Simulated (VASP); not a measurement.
A run of VASP 6.6.1 is set up as follows.

Contents of INCAR:

```
ALGO = Normal
EDIFF = 1E-6
ENCUT = 520
GGA = PS
ISIF = 2
ISMEAR = -1
ISPIN = 2
LASPH = True
LCHARG = True
LELF = True
LMAXMIX = 4
LORBIT = 11
LREAL = False
LVHAR = True
LWAVE = False
MAGMOM = 0 0 0 0 0 0 0 0
NBANDS = 40
NELM = 150
NUPDOWN = 0.0
PREC = Accurate
SIGMA = 0.05
```

The input KPOINTS:

```
k-points
0
Gamma
  5 5 5
```

The input POSCAR:

```
CoSi
1.0
    4.4380000000      0.0000000000      0.0000000000
    0.0000000000      4.4380000000      0.0000000000
    0.0000000000      0.0000000000      4.4380000000
Co Si
4 4
Direct
    0.8600000000      0.6400000000      0.3600000000
    0.6400000000      0.3600000000      0.8600000000
    0.3600000000      0.8600000000      0.6400000000
    0.1400000000      0.1400000000      0.1400000000
    0.1570000000      0.3430000000      0.6570000000
    0.3430000000      0.6570000000      0.1570000000
    0.6570000000      0.1570000000      0.3430000000
    0.8430000000      0.8430000000      0.8430000000
```

Potentials or basis: VASP PAW PBE potentials, release 64 (Co, Si).

Run with:

```sh
$ cat potpaw_PBE.64/Co/POTCAR potpaw_PBE.64/Si/POTCAR > POTCAR
$ mpirun -np 1 vasp_std > vasp.out
```

(1) What does it give for the pressure?

(2) Estimate the largest force.

Answers

(1) -7.0 GPa.

(2) 0.243 eV/Å.

Caveat: the PAW data sets were made with another functional, which shifts forces and pressure a little; the total moment is fixed, so each spin has its own Fermi level.
